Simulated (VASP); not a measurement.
# RbBr (Pm-3m) in VASP: a series of runs

The runs below take RbBr through single point, with PBE, r2SCAN, HSE06.

All numbers are computed with VASP 6.6.1; they aren't measurements. Logs are shortened: lines on timing, memory, paths and dates and some standing lists are left out, and cuts for length are marked.

## (1) The cell of the first run

The structure is cubic, space group Pm-3m (No. 221). Conventional cell: a = 4.201 Å, b = 4.201 Å, c = 4.201 Å, α = 90.00°, β = 90.00°, γ = 90.00°. Within 4.8 Å of Rb (site symmetry m-3m) lie 8 Br at 3.64 Å and 6 Rb at 4.20 Å. Br (site symmetry m-3m) has 8 Rb at 3.64 Å and 6 Br at 4.20 Å within 4.8 Å.

## (2) Single point, PBE (strain +1.8%)

Contents of INCAR:

```
ALGO     = Normal         # electronic algorithm
EDIFF    = 1E-6           # SCF threshold, eV
ENCUT    = 520            # plane-wave cutoff, eV
GGA      = PE             # functional
ISIF     = 2              # what is computed and relaxed
ISMEAR   = -1             # smearing method
LASPH    = T              # aspherical terms in the spheres
LCHARG   = F              # write CHGCAR
LREAL    = F              # projectors in reciprocal space
LWAVE    = F              # write WAVECAR
NBANDS   = 15             # bands
NELM     = 80             # most SCF steps
PREC     = Accurate       # precision mode
SIGMA    = 0.02           # smearing width, eV
```

Contents of KPOINTS:

```
k-points
0
Gamma
  6 6 6
```

Contents of POSCAR:

```
RbBr
1.0
    4.2005781372      0.0000000000      0.0000000000
    0.0000000000      4.2005781372      0.0000000000
    0.0000000000      0.0000000000      4.2005781372
Rb Br
1 1
Direct
    0.0000000000      0.0000000000      0.0000000000
    0.5000000000      0.5000000000      0.5000000000
```

Potentials or basis: VASP PAW PBE potentials, release 64 (Rb_sv, Br).

Launch:

```
> cat potpaw_PBE.64/Rb_sv/POTCAR potpaw_PBE.64/Br/POTCAR > POTCAR
> mpirun -np 1 vasp_std > vasp.out
```

OUTCAR:

```text
EDIFF = 1E-6
   ENCUT = 520
   GGA = PE
   ISIF = 2
   ISMEAR = -1
   LASPH = T
   LREAL = F
   NELM = 80
   PREC = Accurate

 ion  position               nearest neighbor table
   1  0.000  0.000  0.000-   2 3.64   2 3.64   2 3.64   2 3.64   2 3.64   2 3.64   2 3.64   2 3.64

   2  0.500  0.500  0.500-   1 3.64   1 3.64   1 3.64   1 3.64   1 3.64   1 3.64   1 3.64   1 3.64

  LATTYP: Found a simple cubic cell.
 ALAT       =     4.2005781372

  Lattice vectors:

 A1 = (   4.2005781372,   0.0000000000,   0.0000000000)
 A2 = (   0.0000000000,   4.2005781372,   0.0000000000)
 A3 = (   0.0000000000,   0.0000000000,   4.2005781372)

Analysis of symmetry for initial positions (statically):
=====================================================================
 Subroutine PRICEL returns:
 Original cell was already a primitive cell.

 Routine SETGRP: Setting up the symmetry group for a
 simple cubic supercell.

 Subroutine GETGRP returns: Found 48 space group operations
 (whereof 48 operations were pure point group operations)
 out of a pool of 48 trial point group operations.

The static configuration has the point symmetry O_h .

Analysis of symmetry for dynamics (positions and initial velocities):
=====================================================================
 Subroutine PRICEL returns:
 Original cell was already a primitive cell.

 Routine SETGRP: Setting up the symmetry group for a
 simple cubic supercell.

 Subroutine GETGRP returns: Found 48 space group operations
 (whereof 48 operations were pure point group operations)
 out of a pool of 48 trial point group operations.

The dynamic configuration has the point symmetry O_h .

 Subroutine INISYM returns: Found 48 space group operations
 (whereof 48 operations are pure point group operations),
 and found     1 'primitive' translations

----------------------------------------------------------------------------------------

                                     Primitive cell

  volume of cell :      74.1186

  direct lattice vectors                    reciprocal lattice vectors
     4.200578137  0.000000000  0.000000000     0.238062468  0.000000000  0.000000000
     0.000000000  4.200578137  0.000000000     0.000000000  0.238062468  0.000000000
     0.000000000  0.000000000  4.200578137     0.000000000  0.000000000  0.238062468

  length of vectors
     4.200578137  4.200578137  4.200578137     0.238062468  0.238062468  0.238062468

  position of ions in fractional coordinates (direct lattice)
     0.000000000  0.000000000  0.000000000
     0.500000000  0.500000000  0.500000000

  ion indices of the primitive-cell ions
   primitive index   ion index
                 1           1
                 2           2

----------------------------------------------------------------------------------------

 KPOINTS: k-points

Automatic generation of k-mesh.
 Grid dimensions read from file:
 generate k-points for:    6    6    6

 Generating k-lattice:

  Cartesian coordinates                     Fractional coordinates (reciprocal lattice)
     0.039677078  0.000000000  0.000000000     0.166666667  0.000000000  0.000000000
     0.000000000  0.039677078  0.000000000     0.000000000  0.166666667  0.000000000
     0.000000000  0.000000000  0.039677078     0.000000000  0.000000000  0.166666667

  Length of vectors
     0.039677078  0.039677078  0.039677078

  Shift w.r.t. Gamma in fractional coordinates (k-lattice)
     0.000000000  0.000000000  0.000000000

 Subroutine IBZKPT returns following result:
 ===========================================

 Found     20 irreducible k-points:

 Following reciprocal coordinates:
            Coordinates               Weight
  0.000000  0.000000  0.000000      1.000000
  0.166667  0.000000  0.000000      6.000000
  0.333333  0.000000  0.000000      6.000000
  0.500000  0.000000  0.000000      3.000000
  0.166667  0.166667  0.000000     12.000000
  0.333333  0.166667  0.000000     24.000000
[... 12 lines left out ...]
  0.500000  0.500000  0.333333      6.000000
  0.500000  0.500000  0.500000      1.000000
   k-points           NKPTS =     20   k-points in BZ     NKDIM =     20   number of bands    NBANDS=     15
   number of dos      NEDOS =    301   number of ions     NIONS =      2
   total plane-waves  NPLWV =  32768
   dimension x,y,z NGX =    32 NGY =   32 NGZ =   32
   dimension x,y,z NGXF=    64 NGYF=   64 NGZF=   64
   ions per type =               1   1
   NGX,Y,Z   is equivalent  to a cutoff of  12.66, 12.66, 12.66 a.u.
   NGXF,Y,Z  is equivalent  to a cutoff of  25.33, 25.33, 25.33 a.u.
 SYSTEM =  unknown system
   PREC   = accura    normal or accurate (medium, high low for compatibility)
   ISTART =      0    job   : 0-new  1-cont  2-samecut
   ICHARG =      2    charge: 1-file 2-atom 10-const
   ISPIN  =      1    spin polarized calculation?
   LNONCOLLINEAR =      F non collinear calculations
   LSORBIT =      F    spin-orbit coupling
   LASPH  =      T    aspherical Exc in radial PAW
   ENCUT  =  520.0 eV  38.22 Ry    6.18 a.u.   7.81  7.81  7.81*2*pi/ulx,y,z
   NELM   =     80;   NELMIN=  2; NELMDL= -5     # of ELM steps
   EDIFF  = 0.1E-05   stopping-criterion for ELM
   LREAL  =      F    real-space projection
   EDIFFG = 0.1E-04   stopping-criterion for IOM
   NSW    =      0    number of steps for IOM
   IBRION =     -1    ionic relax: 0-MD 1-quasi-New 2-CG
   NFREE  =      0    steps in history (QN), initial steepest desc. (CG)
   ISIF   =      2    stress and relaxation
   ISYM   =      2    0-nonsym 1-usesym 2-fastsym
   POTIM  = 0.5000    time-step for ionic-motion
   TEBEG  =    0.0;   TEEND  =   0.0 temperature during run
   PSTRESS=    0.0 pullay stress
   NELECT =      16.0000    total number of electrons
   NUPDOWN=      -1.0000    fix difference up-down
   EMIN   =  10.00;   EMAX   =-10.00  energy-range for DOS
   EFERMI =   0.00;   METHOD = LEGACY
   ISMEAR =    -1;   SIGMA  =   0.02  broadening in eV -4-tet -1-fermi 0-gaus
   EFERMI_NEDOS =   21; number of points for ismear=-14 and -15
   IALGO  =     38    algorithm
   IMIX   =      4    mixing-type and parameters
     AMIX     =   0.40;   BMIX     =  1.00
     AMIX_MAG =   1.60;   BMIX_MAG =  1.00
  volume/ion in A,a.u.               =      37.06       250.09
  Fermi-wavevector in a.u.,A,eV,Ry     =   0.982062  1.855829 13.122092  0.964447
  Thomas-Fermi vector in A             =   2.113116
   LORBIT       =      0    0 simple, 1 ext, 2 COOP (PROOUT), +10 PAW based schemes
   GGA     = PE    functional components
   LHFCALC =     F    Hartree Fock is set to
   AEXX    =    0.0000 exact exchange contribution
   IVDW    =     0    specifies the selected vdW correction
   LEPSILON=     F    determine dielectric tensor
   LRPA    =     F    only Hartree local field effects (RPA)
 non-spin polarized calculation
  energy-cutoff  :      520.00
  volume of cell :       74.12
 maximum number of plane-waves:      2016
 NGX is ok and might be reduce to    32
   NGX = 15   NGY = 15   NGZ = 15

 number of electron      16.0000001 magnetization

 Free energy of the ion-electron system (eV)
  ---------------------------------------------------
  ext. energy  EPLUGINS =         0.00000000
  ---------------------------------------------------
  free energy    TOTEN  =        -6.00528096 eV

  energy without entropy =       -6.00528096  energy(sigma->0) =       -6.00528096

 E-fermi :  -0.3854     XC(G=0):  -7.7027

 val. band max:       -0.9124764752   @ k =   0.5000   0.5000   0.0000
 cond. band min:       2.9942794251   @ k =   0.0000   0.0000   0.0000
 fundamental gap:      3.9067559002
 Fermi energy:        -0.3853812472

 k-point     1 :       0.0000    0.0000    0.0000
  band No.  band energies     occupation
      1     -26.0992      2.00000
      2     -13.4450      2.00000
      3     -10.0909      2.00000
      4     -10.0909      2.00000
      5     -10.0909      2.00000
      6      -1.0630      2.00000
      7      -1.0630      2.00000
      8      -1.0630      2.00000
      9       2.9943      0.00000
     10       4.7203      0.00000
     11       4.7203      0.00000
     12       8.8662      0.00000
     13       8.8662      0.00000
     14       8.8662      0.00000
     15      11.5245      0.00000

 k-point     2 :       0.1667    0.0000    0.0000
  band No.  band energies     occupation
      1     -26.0952      2.00000
      2     -13.4418      2.00000
      3     -10.1244      2.00000
      4     -10.0813      2.00000
      5     -10.0813      2.00000
      6      -1.5165      2.00000
      7      -1.0754      2.00000
      8      -1.0754      2.00000
      9       3.6151      0.00000
     10       4.9195      0.00000
     11       5.2606      0.00000
     12       8.7368      0.00000
     13       8.7368      0.00000
     14       9.0101      0.00000
     15      10.3236      0.00000

 k-point     3 :       0.3333    0.0000    0.0000
  band No.  band energies     occupation
      1     -26.0872      2.00000
      2     -13.4370      2.00000
      3     -10.1852      2.00000
      4     -10.0621      2.00000
      5     -10.0621      2.00000
      6      -2.2092      2.00000
      7      -1.1017      2.00000
      8      -1.1017      2.00000
      9       4.8988      0.00000
     10       5.4700      0.00000
     11       6.3022      0.00000
     12       8.6475      0.00000
     13       8.6475      0.00000
     14       8.6654      0.00000
     15       9.3629      0.00000
[... 271 lines left out ...]
 k-point    19 :       0.5000    0.5000    0.3333
  band No.  band energies     occupation
      1     -26.0576      2.00000
      2     -13.2142      2.00000
      3     -10.3003      2.00000
      4     -10.3003      2.00000
      5     -10.2208      2.00000
      6      -2.0671      2.00000
      7      -2.0671      2.00000
      8      -1.8688      2.00000
      9       6.1403      0.00000
     10       7.0140      0.00000
     11       7.0140      0.00000
     12       7.4144      0.00000
     13       8.5755      0.00000
     14       8.5755      0.00000
     15      10.7997      0.00000

 k-point    20 :       0.5000    0.5000    0.5000
  band No.  band energies     occupation
      1     -26.0540      2.00000
      2     -13.1914      2.00000
      3     -10.2834      2.00000
      4     -10.2834      2.00000
      5     -10.2834      2.00000
      6      -2.1230      2.00000
      7      -2.1230      2.00000
      8      -2.1230      2.00000
      9       7.1352      0.00000
     10       7.1352      0.00000
     11       7.1352      0.00000
     12       8.1891      0.00000
     13       8.1891      0.00000
     14       8.1891      0.00000
     15      10.9774      0.00000

------------------------ aborting loop because EDIFF is reached ----------------------------------------

  FORCE on cell =-STRESS in cart. coord.  units (eV):
  Direction    XX          YY          ZZ          XY          YZ          ZX
  --------------------------------------------------------------------------------------
  -------------------------------------------------------------------------------------
  Total       -0.0077131     -0.0077131     -0.0077131      0.0000000      0.0000000      0.0000000
  in kB       -0.1667288     -0.1667288     -0.1667288      0.0000000      0.0000000      0.0000000
  external PRESSURE =      -0.1667288 kB  Pullay stress =       0.0000000 kB

 VOLUME and BASIS-vectors are now :
 -----------------------------------------------------------------------------
  energy-cutoff  :      520.00
  volume of cell :       74.12
      direct lattice vectors                 reciprocal lattice vectors
     4.200578137  0.000000000  0.000000000     0.238062468  0.000000000  0.000000000
     0.000000000  4.200578137  0.000000000     0.000000000  0.238062468  0.000000000
     0.000000000  0.000000000  4.200578137     0.000000000  0.000000000  0.238062468

 POSITION                                       TOTAL-FORCE (eV/Angst)
 -----------------------------------------------------------------------------------
      0.00000      0.00000      0.00000         0.000000      0.000000      0.000000
      2.10029      2.10029      2.10029         0.000000      0.000000      0.000000
 -----------------------------------------------------------------------------------
    total drift:                                0.000000      0.000000     -0.000000

  FREE ENERGIE OF THE ION-ELECTRON SYSTEM (eV)
  ---------------------------------------------------
  free  energy   TOTEN  =        -6.0052809607 eV

  energy  without entropy=       -6.0052809607  energy(sigma->0) =       -6.00528096
```

It took 12 s on 1 thread of Oxide Virtual Turin-like, shared host; peak memory 0.15 GiB.

What came out:

| Item | Value |
| --- | --- |
| Free energy | -6.0053 eV |
| Pressure | 0.0 GPa |
| Band gap on the k mesh | 3.91 eV (least direct gap 4.06 eV) |

Caveat: the cell differs from its parent crystal (strain +1.8%); the structure was generated, so it needn't be the stable form of RbBr. A k mesh can miss the band edges.

## (3) Single point, r2SCAN (strain +1.8%)

POSCAR is that of step 2.

Contents of INCAR.step1:

```
PREC     = Accurate       # precision mode
ENCUT    = 520            # plane-wave cutoff, eV
ISMEAR   = 0              # smearing method
SIGMA    = 0.01           # smearing width, eV
LREAL    = F              # projectors in reciprocal space
LASPH    = T              # aspherical terms in the spheres
NELM     = 100            # most SCF steps
NBANDS   = 15             # bands
GGA      = PE             # functional
ALGO     = Normal         # electronic algorithm
EDIFF    = 1E-4           # SCF threshold, eV
LWAVE    = T              # write WAVECAR
LCHARG   = F              # write CHGCAR
```

Contents of INCAR.step2:

```
PREC     = Accurate       # precision mode
ENCUT    = 520            # plane-wave cutoff, eV
EDIFF    = 1E-6           # SCF threshold, eV
ISMEAR   = 0              # smearing method
SIGMA    = 0.01           # smearing width, eV
LREAL    = F              # projectors in reciprocal space
LASPH    = T              # aspherical terms in the spheres
NELM     = 100            # most SCF steps
ALGO     = Normal         # electronic algorithm
ISIF     = 2              # what is computed and relaxed
LWAVE    = F              # write WAVECAR
LCHARG   = T              # write CHGCAR
METAGGA  = R2SCAN         # meta-GGA
LMIXTAU  = T            
LELF     = T              # ELF
LVHAR    = T            
NBANDS   = 15             # bands
ISTART   = 1
```

Contents of KPOINTS:

```
Automatic mesh
0
Gamma
  6 6 6
```

Potentials or basis: VASP PAW PBE potentials, release 64 (Rb_sv, Br).

Launch:

```
> cat potpaw_PBE.64/Rb_sv/POTCAR potpaw_PBE.64/Br/POTCAR > POTCAR
> cp INCAR.step1 INCAR
> mpirun -np 1 vasp_std > vasp.out
> cp INCAR.step2 INCAR
> mpirun -np 1 vasp_std > vasp.out
```

OUTCAR:

```text
PREC = Accurate
   ENCUT = 520
   EDIFF = 1E-6
   ISMEAR = 0
   LREAL = F
   LASPH = T
   NELM = 100
   ISIF = 2
   METAGGA = R2SCAN
   ISTART = 1

 ion  position               nearest neighbor table
   1  0.000  0.000  0.000-   2 3.64   2 3.64   2 3.64   2 3.64   2 3.64   2 3.64   2 3.64   2 3.64

   2  0.500  0.500  0.500-   1 3.64   1 3.64   1 3.64   1 3.64   1 3.64   1 3.64   1 3.64   1 3.64

  LATTYP: Found a simple cubic cell.
 ALAT       =     4.2005781372

  Lattice vectors:

 A1 = (   4.2005781372,   0.0000000000,   0.0000000000)
 A2 = (   0.0000000000,   4.2005781372,   0.0000000000)
 A3 = (   0.0000000000,   0.0000000000,   4.2005781372)

Analysis of symmetry for initial positions (statically):
=====================================================================
 Subroutine PRICEL returns:
 Original cell was already a primitive cell.

 Routine SETGRP: Setting up the symmetry group for a
 simple cubic supercell.

 Subroutine GETGRP returns: Found 48 space group operations
 (whereof 48 operations were pure point group operations)
 out of a pool of 48 trial point group operations.
[... 170 lines left out ...]
      3     -10.7137      2.00000
      4     -10.7137      2.00000
      5     -10.7137      2.00000
      6      -1.4497      2.00000
      7      -1.4497      2.00000
      8      -1.4497      2.00000
      9       3.3390      0.00000
     10       4.8729      0.00000
     11       4.8729      0.00000
     12       9.2794      0.00000
     13       9.2794      0.00000
     14       9.2794      0.00000
[... 329 lines left out ...]
      2     -14.0011      2.00000
      3     -10.9042      2.00000
      4     -10.9042      2.00000
      5     -10.9042      2.00000
      6      -2.5136      2.00000
      7      -2.5136      2.00000
      8      -2.5136      2.00000
      9       7.3836      0.00000
     10       7.3836      0.00000
     11       7.3836      0.00000
     12       8.5952      0.00000
     13       8.5952      0.00000
     14       8.5952      0.00000
     15      11.3163      0.00000

------------------------ aborting loop because EDIFF is reached ----------------------------------------

  FORCE on cell =-STRESS in cart. coord.  units (eV):
  Direction    XX          YY          ZZ          XY          YZ          ZX
  --------------------------------------------------------------------------------------
  -------------------------------------------------------------------------------------
  Total       -0.3552999     -0.3552999     -0.3552999     -0.0000000      0.0000000     -0.0000000
  in kB       -7.6803046     -7.6803046     -7.6803046     -0.0000000      0.0000000     -0.0000000
  external PRESSURE =      -7.6803046 kB  Pullay stress =       0.0000000 kB

 VOLUME and BASIS-vectors are now :
 -----------------------------------------------------------------------------
  energy-cutoff  :      520.00
  volume of cell :       74.12
      direct lattice vectors                 reciprocal lattice vectors
     4.200578137  0.000000000  0.000000000     0.238062468  0.000000000  0.000000000
     0.000000000  4.200578137  0.000000000     0.000000000  0.238062468  0.000000000
     0.000000000  0.000000000  4.200578137     0.000000000  0.000000000  0.238062468

 POSITION                                       TOTAL-FORCE (eV/Angst)
 -----------------------------------------------------------------------------------
      0.00000      0.00000      0.00000         0.000000      0.000000      0.000000
      2.10029      2.10029      2.10029         0.000000      0.000000      0.000000
 -----------------------------------------------------------------------------------
    total drift:                                0.000000      0.000000     -0.000000

  FREE ENERGIE OF THE ION-ELECTRON SYSTEM (eV)
  ---------------------------------------------------
  free  energy   TOTEN  =       -31.1012295689 eV

  energy  without entropy=      -31.1012295689  energy(sigma->0) =      -31.10122957
```

OSZICAR.step1:

```text
N       E                     dE             d eps       ncg     rms          rms(c)
DAV:   1     0.796502179625E+02    0.79650E+02   -0.68064E+03   600   0.926E+02
DAV:   2    -0.641665603515E+00   -0.80292E+02   -0.74374E+02   814   0.164E+02
DAV:   3    -0.608406276518E+01   -0.54424E+01   -0.54188E+01   790   0.430E+01
DAV:   4    -0.625308016019E+01   -0.16902E+00   -0.16899E+00   884   0.682E+00
DAV:   5    -0.625424463683E+01   -0.11645E-02   -0.11645E-02   847   0.580E-01    0.241E+00
DAV:   6    -0.603812633877E+01    0.21612E+00   -0.19152E-01   747   0.230E+00    0.159E+00
DAV:   7    -0.600215867198E+01    0.35968E-01   -0.10657E-01   754   0.180E+00    0.856E-01
DAV:   8    -0.600530316299E+01   -0.31445E-02   -0.14424E-02   719   0.721E-01    0.152E-01
DAV:   9    -0.600512797338E+01    0.17519E-03   -0.65599E-04   803   0.136E-01    0.669E-02
DAV:  10    -0.600528119130E+01   -0.15322E-03   -0.26888E-04   641   0.109E-01    0.150E-02
DAV:  11    -0.600528086091E+01    0.33038E-06   -0.89617E-06   440   0.209E-02
   1 F= -.60052809E+01 E0= -.60052809E+01  d E =-.374820E-93
```

Wall time 54 s (1 thread of Oxide Virtual Turin-like, shared host); peak memory 0.15 GiB.

What came out:

```
Free energy            : -31.1012 eV
Pressure               : -0.8 GPa
Band gap on the k mesh : 4.64 eV (least direct gap 4.79 eV)
```

Caveat: the cell differs from its parent crystal (strain +1.8%); the structure was generated, so it needn't be the stable form of RbBr; the PAW data sets were made with another functional, which shifts forces and pressure a little.

[end of part 1 of 2]
